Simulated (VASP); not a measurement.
# AlO (Pm-3m) in VASP: further runs

Runs on AlO. Level: PBE. Tasks: single point, relaxation of cell and atoms.

All numbers are computed with VASP 6.6.1; they aren't measurements. Logs are shortened: lines on timing, memory, paths and dates and some standing lists are left out, and cuts for length are marked.

## Step 1: The cell of the first run

It takes space group Pm-3m (No. 221, cubic). Conventional cell: a = 2.769 Å, b = 2.769 Å, c = 2.769 Å, α = 90.00°, β = 90.00°, γ = 90.00°. Al (site symmetry m-3m) has 8 O at 2.40 Å and 6 Al at 2.77 Å within 3.2 Å. Within 3.2 Å of O (site symmetry m-3m) lie 8 Al at 2.40 Å and 6 O at 2.77 Å.

## Step 2: Single point, PBE

File INCAR:

```
SYSTEM = AlO
  PREC = Accurate
  ENCUT = 520
  EDIFF = 1E-6
  ISMEAR = 0
  SIGMA = 0.1
  LREAL = .False.
  LASPH = .True.
  NELM = 100
  ALGO = Normal
  ISIF = 2
  LWAVE = .False.
  LCHARG = .True.
  GGA = PE
  LELF = .True.
  LVHAR = .True.
  NBANDS = 12
```

File KPOINTS:

```
regular mesh
0
Gamma
  20 20 20
  0 0 0
```

File POSCAR:

```
AlO
1.0
    2.7691943513      0.0000000000      0.0000000000
    0.0000000000      2.7691943513      0.0000000000
    0.0000000000      0.0000000000      2.7691943513
Al O
1 1
Direct
    0.5000000000      0.5000000000      0.5000000000
    0.0000000000      0.0000000000      0.0000000000
```

Potentials or basis: VASP PAW PBE potentials, release 64 (Al, O).

Launch:

```sh
cat potpaw_PBE.64/Al/POTCAR potpaw_PBE.64/O/POTCAR > POTCAR
mpirun -np 1 vasp_std > vasp.out
```

OUTCAR:

```text
SYSTEM = AlO
   PREC = Accurate
   ENCUT = 520
   EDIFF = 1E-6
   ISMEAR = 0
   LREAL = .False.
   LASPH = .True.
   NELM = 100
   ISIF = 2
   GGA = PE

 ion  position               nearest neighbor table
   1  0.500  0.500  0.500-   2 2.40   2 2.40   2 2.40   2 2.40   2 2.40   2 2.40   2 2.40   2 2.40

   2  0.000  0.000  0.000-   1 2.40   1 2.40   1 2.40   1 2.40   1 2.40   1 2.40   1 2.40   1 2.40

  LATTYP: Found a simple cubic cell.
 ALAT       =     2.7691943513

  Lattice vectors:

 A1 = (   2.7691943513,   0.0000000000,   0.0000000000)
 A2 = (   0.0000000000,   2.7691943513,   0.0000000000)
 A3 = (   0.0000000000,   0.0000000000,   2.7691943513)

Analysis of symmetry for initial positions (statically):
=====================================================================
 Subroutine PRICEL returns:
 Original cell was already a primitive cell.

 Routine SETGRP: Setting up the symmetry group for a
 simple cubic supercell.

 Subroutine GETGRP returns: Found 48 space group operations
 (whereof 48 operations were pure point group operations)
 out of a pool of 48 trial point group operations.

The static configuration has the point symmetry O_h .

Analysis of symmetry for dynamics (positions and initial velocities):
=====================================================================
 Subroutine PRICEL returns:
 Original cell was already a primitive cell.

 Routine SETGRP: Setting up the symmetry group for a
 simple cubic supercell.

 Subroutine GETGRP returns: Found 48 space group operations
 (whereof 48 operations were pure point group operations)
 out of a pool of 48 trial point group operations.

The dynamic configuration has the point symmetry O_h .

 Subroutine INISYM returns: Found 48 space group operations
 (whereof 48 operations are pure point group operations),
 and found     1 'primitive' translations

----------------------------------------------------------------------------------------

                                     Primitive cell

  volume of cell :      21.2354

  direct lattice vectors                    reciprocal lattice vectors
     2.769194351  0.000000000  0.000000000     0.361115860  0.000000000  0.000000000
     0.000000000  2.769194351  0.000000000     0.000000000  0.361115860  0.000000000
     0.000000000  0.000000000  2.769194351     0.000000000  0.000000000  0.361115860

  length of vectors
     2.769194351  2.769194351  2.769194351     0.361115860  0.361115860  0.361115860

  position of ions in fractional coordinates (direct lattice)
     0.500000000  0.500000000  0.500000000
     0.000000000  0.000000000  0.000000000

  ion indices of the primitive-cell ions
   primitive index   ion index
                 1           1
                 2           2

----------------------------------------------------------------------------------------

 KPOINTS: regular mesh

Automatic generation of k-mesh.
 Grid dimensions read from file:
 generate k-points for:   20   20   20

 Generating k-lattice:

  Cartesian coordinates                     Fractional coordinates (reciprocal lattice)
     0.018055793  0.000000000  0.000000000     0.050000000  0.000000000  0.000000000
     0.000000000  0.018055793  0.000000000     0.000000000  0.050000000  0.000000000
     0.000000000  0.000000000  0.018055793     0.000000000  0.000000000  0.050000000

  Length of vectors
     0.018055793  0.018055793  0.018055793

  Shift w.r.t. Gamma in fractional coordinates (k-lattice)
     0.000000000  0.000000000  0.000000000

 Subroutine IBZKPT returns following result:
 ===========================================

 Found    286 irreducible k-points:

 Following reciprocal coordinates:
            Coordinates               Weight
  0.000000  0.000000  0.000000      1.000000
  0.050000  0.000000  0.000000      6.000000
  0.100000  0.000000  0.000000      6.000000
  0.150000  0.000000  0.000000      6.000000
  0.200000  0.000000  0.000000      6.000000
  0.250000  0.000000  0.000000      6.000000
[... 16 lines left out ...]
  0.150000  0.100000  0.000000     24.000000
  0.200000  0.100000  0.000000     24.000000
 [... further k-points ...]
   k-points           NKPTS =    286   k-points in BZ     NKDIM =    286   number of bands    NBANDS=     12
   number of dos      NEDOS =    301   number of ions     NIONS =      2
   total plane-waves  NPLWV =  13824
   dimension x,y,z NGX =    24 NGY =   24 NGZ =   24
   dimension x,y,z NGXF=    48 NGYF=   48 NGZF=   48
   ions per type =               1   1
   NGX,Y,Z   is equivalent  to a cutoff of  14.41, 14.41, 14.41 a.u.
   NGXF,Y,Z  is equivalent  to a cutoff of  28.82, 28.82, 28.82 a.u.
 SYSTEM =  AlO
   PREC   = accura    normal or accurate (medium, high low for compatibility)
   ISTART =      0    job   : 0-new  1-cont  2-samecut
   ICHARG =      2    charge: 1-file 2-atom 10-const
   ISPIN  =      1    spin polarized calculation?
   LNONCOLLINEAR =      F non collinear calculations
   LSORBIT =      F    spin-orbit coupling
   LASPH  =      T    aspherical Exc in radial PAW
   ENCUT  =  520.0 eV  38.22 Ry    6.18 a.u.   5.15  5.15  5.15*2*pi/ulx,y,z
   NELM   =    100;   NELMIN=  2; NELMDL= -5     # of ELM steps
   EDIFF  = 0.1E-05   stopping-criterion for ELM
   LREAL  =      F    real-space projection
   EDIFFG = 0.1E-04   stopping-criterion for IOM
   NSW    =      0    number of steps for IOM
   IBRION =     -1    ionic relax: 0-MD 1-quasi-New 2-CG
   NFREE  =      0    steps in history (QN), initial steepest desc. (CG)
   ISIF   =      2    stress and relaxation
   ISYM   =      2    0-nonsym 1-usesym 2-fastsym
   POTIM  = 0.5000    time-step for ionic-motion
   TEBEG  =    0.0;   TEEND  =   0.0 temperature during run
   PSTRESS=    0.0 pullay stress
   NELECT =       9.0000    total number of electrons
   NUPDOWN=      -1.0000    fix difference up-down
   EMIN   =  10.00;   EMAX   =-10.00  energy-range for DOS
   EFERMI =   0.00;   METHOD = LEGACY
   ISMEAR =     0;   SIGMA  =   0.10  broadening in eV -4-tet -1-fermi 0-gaus
   EFERMI_NEDOS =   21; number of points for ismear=-14 and -15
   IALGO  =     38    algorithm
   IMIX   =      4    mixing-type and parameters
     AMIX     =   0.40;   BMIX     =  1.00
     AMIX_MAG =   1.60;   BMIX_MAG =  1.00
  volume/ion in A,a.u.               =      10.62        71.65
  Fermi-wavevector in a.u.,A,eV,Ry     =   1.229709  2.323812 20.574504  1.512183
  Thomas-Fermi vector in A             =   2.364585
   LORBIT       =      0    0 simple, 1 ext, 2 COOP (PROOUT), +10 PAW based schemes
   GGA     = PE    functional components
   LHFCALC =     F    Hartree Fock is set to
   AEXX    =    0.0000 exact exchange contribution
   IVDW    =     0    specifies the selected vdW correction
   LEPSILON=     F    determine dielectric tensor
   LRPA    =     F    only Hartree local field effects (RPA)
 non-spin polarized calculation
 Gauss-broadening in eV      SIGMA  =   0.10
  energy-cutoff  :      520.00
  volume of cell :       21.24
 maximum number of plane-waves:       591
 NGX is ok and might be reduce to    24
   NGX = 11   NGY = 11   NGZ = 11

 number of electron       8.9999998 magnetization

 Free energy of the ion-electron system (eV)
  ---------------------------------------------------
  ext. energy  EPLUGINS =         0.00000000
  ---------------------------------------------------
  free energy    TOTEN  =       -10.05514531 eV

  energy without entropy =      -10.05058577  energy(sigma->0) =      -10.05286554

 E-fermi :   9.2194     XC(G=0): -11.2422

 val. band max:        9.2147868308   @ k =   0.3000   0.2000   0.0500
 cond. band min:       9.2469899509   @ k =   0.4500   0.3000   0.2000
 fundamental gap:      0.0322031201
 Fermi energy:         9.2193917709

 k-point     1 :       0.0000    0.0000    0.0000
  band No.  band energies     occupation
      1     -11.9411      2.00000
      2       4.2613      2.00000
      3       4.8195      2.00000
      4       4.8195      2.00000
      5       4.8195      2.00000
      6      14.8903      0.00000
      7      14.8903      0.00000
      8      20.3137      0.00000
      9      20.3137      0.00000
     10      20.3137      0.00000
     11      29.6063      0.00000
     12      29.6063      0.00000

 k-point     2 :       0.0500    0.0000    0.0000
  band No.  band energies     occupation
      1     -11.9195      2.00000
      2       3.8072      2.00000
      3       4.8321      2.00000
      4       4.8321      2.00000
      5       5.2178      2.00000
      6      14.8593      0.00000
      7      14.9343      0.00000
      8      20.2877      0.00000
      9      20.2877      0.00000
     10      20.4285      0.00000
     11      29.3876      0.00000
     12      29.3887      0.00000

 k-point     3 :       0.1000    0.0000    0.0000
  band No.  band energies     occupation
      1     -11.8559      2.00000
      2       3.1140      2.00000
      3       4.8690      2.00000
      4       4.8690      2.00000
      5       5.7571      2.00000
      6      14.7484      0.00000
      7      15.0657      0.00000
      8      20.2098      0.00000
      9      20.2098      0.00000
     10      20.7849      0.00000
     11      28.8553      0.00000
     12      28.8553      0.00000
[... 286 lines left out ...]
 k-point    23 :       0.1500    0.1000    0.0000
  band No.  band energies     occupation
      1     -11.6725      2.00000
      2       2.2756      2.00000
      3       4.2228      2.00000
      4       4.9758      2.00000
      5       6.9549      2.00000
      6      14.6231      0.00000
      7      15.0554      0.00000
      8      19.8760      0.00000
      9      20.0458      0.00000
     10      22.1664      0.00000
     11      26.7076      0.00000
     12      27.5823      0.00000

 k-point    24 :       0.2000    0.1000    0.0000
  band No.  band energies     occupation
      1     -11.5418      2.00000
      2       1.6577      2.00000
      3       4.2384      2.00000
      4       5.0501      2.00000
      5       7.4163      2.00000
      6      14.2388      0.00000
      7      15.2362      0.00000
      8      19.9044      0.00000
      9      19.9141      0.00000
     10      22.9944      0.00000
     11      25.8329      0.00000
     12      27.0223      0.00000

 [... further k-points ...]
[... 5 lines left out ...]
  --------------------------------------------------------------------------------------
  -------------------------------------------------------------------------------------
  Total       -0.0208239     -0.0208239     -0.0208239     -0.0000000      0.0000000     -0.0000000
  in kB       -1.5711309     -1.5711309     -1.5711309     -0.0000000      0.0000000     -0.0000000
  external PRESSURE =      -1.5711309 kB  Pullay stress =       0.0000000 kB

 VOLUME and BASIS-vectors are now :
 -----------------------------------------------------------------------------
  energy-cutoff  :      520.00
  volume of cell :       21.24
      direct lattice vectors                 reciprocal lattice vectors
     2.769194351  0.000000000  0.000000000     0.361115860  0.000000000  0.000000000
     0.000000000  2.769194351  0.000000000     0.000000000  0.361115860  0.000000000
     0.000000000  0.000000000  2.769194351     0.000000000  0.000000000  0.361115860

 POSITION                                       TOTAL-FORCE (eV/Angst)
 -----------------------------------------------------------------------------------
      1.38460      1.38460      1.38460         0.000000      0.000000      0.000000
      0.00000      0.00000      0.00000         0.000000      0.000000      0.000000
 -----------------------------------------------------------------------------------
    total drift:                               -0.000000      0.000000      0.000000

  FREE ENERGIE OF THE ION-ELECTRON SYSTEM (eV)
  ---------------------------------------------------
  free  energy   TOTEN  =       -10.0551453067 eV

  energy  without entropy=      -10.0505857694  energy(sigma->0) =      -10.05286554
```

Run time: 60 s. Hardware: 1 thread of AMD EPYC 7R43 (Zen 3), shared host; peak memory 0.15 GiB.

What came out:

- Free energy: -10.0551 eV
- Pressure: -0.2 GPa

Caveat: an odd number of electrons without spin polarisation forces a metal; a magnetic or distorted state may lie lower.

## Step 3: Single point, PBE

File INCAR:

```
SYSTEM = AlO
ALGO = Normal
EDIFF = 1E-7
ENCUT = 520
GGA = PE
ISIF = 2
ISMEAR = 0
LASPH = .TRUE.
LCHARG = .TRUE.
LELF = .TRUE.
LREAL = .FALSE.
LVHAR = .TRUE.
LWAVE = .FALSE.
NBANDS = 12
NELM = 100
PREC = Accurate
SIGMA = 0.1
```

File KPOINTS:

```
k-points
0
G
  20 20 20
  0 0 0
```

POSCAR is that of step 2.

Potentials or basis: VASP PAW PBE potentials, release 64 (Al, O).

Launch:

```sh
cat potpaw_PBE.64/Al/POTCAR potpaw_PBE.64/O/POTCAR > POTCAR
mpirun -np 1 vasp_std > vasp.out
```

OUTCAR:

```text
SYSTEM = AlO
   EDIFF = 1E-7
   ENCUT = 520
   GGA = PE
   ISIF = 2
   ISMEAR = 0
   LASPH = .TRUE.
   LREAL = .FALSE.
   NELM = 100
   PREC = Accurate

 ion  position               nearest neighbor table
   1  0.500  0.500  0.500-   2 2.40   2 2.40   2 2.40   2 2.40   2 2.40   2 2.40   2 2.40   2 2.40

   2  0.000  0.000  0.000-   1 2.40   1 2.40   1 2.40   1 2.40   1 2.40   1 2.40   1 2.40   1 2.40

  LATTYP: Found a simple cubic cell.
 ALAT       =     2.7691943513

  Lattice vectors:

 A1 = (   2.7691943513,   0.0000000000,   0.0000000000)
 A2 = (   0.0000000000,   2.7691943513,   0.0000000000)
 A3 = (   0.0000000000,   0.0000000000,   2.7691943513)

Analysis of symmetry for initial positions (statically):
=====================================================================
 Subroutine PRICEL returns:
 Original cell was already a primitive cell.

 Routine SETGRP: Setting up the symmetry group for a
 simple cubic supercell.

 Subroutine GETGRP returns: Found 48 space group operations
 (whereof 48 operations were pure point group operations)
 out of a pool of 48 trial point group operations.

The static configuration has the point symmetry O_h .

Analysis of symmetry for dynamics (positions and initial velocities):
=====================================================================
 Subroutine PRICEL returns:
 Original cell was already a primitive cell.

 Routine SETGRP: Setting up the symmetry group for a
 simple cubic supercell.

 Subroutine GETGRP returns: Found 48 space group operations
 (whereof 48 operations were pure point group operations)
 out of a pool of 48 trial point group operations.

The dynamic configuration has the point symmetry O_h .

 Subroutine INISYM returns: Found 48 space group operations
 (whereof 48 operations are pure point group operations),
 and found     1 'primitive' translations

----------------------------------------------------------------------------------------
[... 116 lines left out ...]
  Thomas-Fermi vector in A             =   2.364585
   LORBIT       =      0    0 simple, 1 ext, 2 COOP (PROOUT), +10 PAW based schemes
   GGA     = PE    functional components
   LHFCALC =     F    Hartree Fock is set to
   AEXX    =    0.0000 exact exchange contribution
   IVDW    =     0    specifies the selected vdW correction
   LEPSILON=     F    determine dielectric tensor
   LRPA    =     F    only Hartree local field effects (RPA)
 non-spin polarized calculation
 Gauss-broadening in eV      SIGMA  =   0.10
  energy-cutoff  :      520.00
  volume of cell :       21.24
 maximum number of plane-waves:       591
 NGX is ok and might be reduce to    24
   NGX = 11   NGY = 11   NGZ = 11

 number of electron       8.9999998 magnetization

 Free energy of the ion-electron system (eV)
  ---------------------------------------------------
  ext. energy  EPLUGINS =         0.00000000
  ---------------------------------------------------
  free energy    TOTEN  =       -10.05514526 eV

  energy without entropy =      -10.05058580  energy(sigma->0) =      -10.05286553

 E-fermi :   9.2194     XC(G=0): -11.2422

 val. band max:        9.2148021314   @ k =   0.3000   0.2000   0.0500
 cond. band min:       9.2469868670   @ k =   0.4500   0.3000   0.2000
 fundamental gap:      0.0321847356
 Fermi energy:         9.2193944632

 k-point     1 :       0.0000    0.0000    0.0000
  band No.  band energies     occupation
      1     -11.9410      2.00000
      2       4.2613      2.00000
      3       4.8195      2.00000
      4       4.8195      2.00000
      5       4.8195      2.00000
      6      14.8903      0.00000
      7      14.8903      0.00000
      8      20.3137      0.00000
      9      20.3137      0.00000
     10      20.3137      0.00000
     11      29.6063      0.00000
     12      29.6063      0.00000
[... 331 lines left out ...]
 k-point    24 :       0.2000    0.1000    0.0000
  band No.  band energies     occupation
      1     -11.5418      2.00000
      2       1.6577      2.00000
      3       4.2384      2.00000
      4       5.0501      2.00000
      5       7.4163      2.00000
      6      14.2388      0.00000
      7      15.2362      0.00000
      8      19.9044      0.00000
      9      19.9141      0.00000
     10      22.9944      0.00000
     11      25.8329      0.00000
     12      27.0223      0.00000

 [... further k-points ...]
[... 5 lines left out ...]
  --------------------------------------------------------------------------------------
  -------------------------------------------------------------------------------------
  Total       -0.0211956     -0.0211956     -0.0211956     -0.0000000     -0.0000000     -0.0000000
  in kB       -1.5991741     -1.5991741     -1.5991741     -0.0000000     -0.0000000     -0.0000000
  external PRESSURE =      -1.5991741 kB  Pullay stress =       0.0000000 kB

 VOLUME and BASIS-vectors are now :
 -----------------------------------------------------------------------------
  energy-cutoff  :      520.00
  volume of cell :       21.24
      direct lattice vectors                 reciprocal lattice vectors
     2.769194351  0.000000000  0.000000000     0.361115860  0.000000000  0.000000000
     0.000000000  2.769194351  0.000000000     0.000000000  0.361115860  0.000000000
     0.000000000  0.000000000  2.769194351     0.000000000  0.000000000  0.361115860

 POSITION                                       TOTAL-FORCE (eV/Angst)
 -----------------------------------------------------------------------------------
      1.38460      1.38460      1.38460         0.000000      0.000000      0.000000
      0.00000      0.00000      0.00000         0.000000      0.000000      0.000000
 -----------------------------------------------------------------------------------
    total drift:                               -0.000000      0.000000      0.000000

  FREE ENERGIE OF THE ION-ELECTRON SYSTEM (eV)
  ---------------------------------------------------
  free  energy   TOTEN  =       -10.0551452604 eV

  energy  without entropy=      -10.0505857952  energy(sigma->0) =      -10.05286553
```

OSZICAR:

```text
N       E                     dE             d eps       ncg     rms          rms(c)
DAV:   1     0.123392686936E+02    0.12339E+02   -0.38923E+03  6952   0.622E+02
DAV:   2    -0.105195168630E+02   -0.22859E+02   -0.21593E+02  8444   0.116E+02
DAV:   3    -0.111771110580E+02   -0.65759E+00   -0.65370E+00  8348   0.164E+01
DAV:   4    -0.111795174858E+02   -0.24064E-02   -0.24063E-02  7772   0.125E+00
DAV:   5    -0.111795410831E+02   -0.23597E-04   -0.23596E-04  8312   0.122E-01    0.626E+00
DAV:   6    -0.101812134198E+02    0.99833E+00   -0.88792E+00  7100   0.152E+01    0.306E+00
DAV:   7    -0.100739127878E+02    0.10730E+00   -0.56614E-01  7284   0.417E+00    0.104E+00
DAV:   8    -0.100574253269E+02    0.16487E-01   -0.85735E-02  7604   0.224E+00    0.436E-01
DAV:   9    -0.100552128889E+02    0.22124E-02   -0.28515E-03  7508   0.427E-01    0.147E-01
DAV:  10    -0.100551519255E+02    0.60963E-04   -0.25552E-04  8084   0.132E-01    0.214E-02
DAV:  11    -0.100551455865E+02    0.63390E-05   -0.19187E-05  7776   0.317E-02    0.399E-03
DAV:  12    -0.100551453080E+02    0.27845E-06   -0.16620E-07  7640   0.322E-03    0.605E-04
DAV:  13    -0.100551452604E+02    0.47615E-07   -0.45278E-09  4096   0.422E-04
   1 F= -.10055145E+02 E0= -.10052866E+02  d E =-.455947E-02
```

stdout:

```text
POSCAR found type information on POSCAR AlO
 POSCAR found :  2 types and       2 ions
 scaLAPACK will be used
 LDA part: xc-table for (Slater+PW92), standard interpolation
 POSCAR, INCAR and KPOINTS ok, starting setup
 FFT: planning ... GRIDC
 FFT: planning ... GRID_SOFT
 FFT: planning ... GRID
 WAVECAR not read
 entering main loop
```

Wall time 72 s (1 thread of AMD EPYC 7R43 (Zen 3), shared host); peak memory 0.14 GiB.

What came out:

```
Free energy : -10.0551 eV
Pressure    : -0.2 GPa
```

Caveat: an odd number of electrons without spin polarisation forces a metal; a magnetic or distorted state may lie lower.

(Part 1 of 2 ends here.)
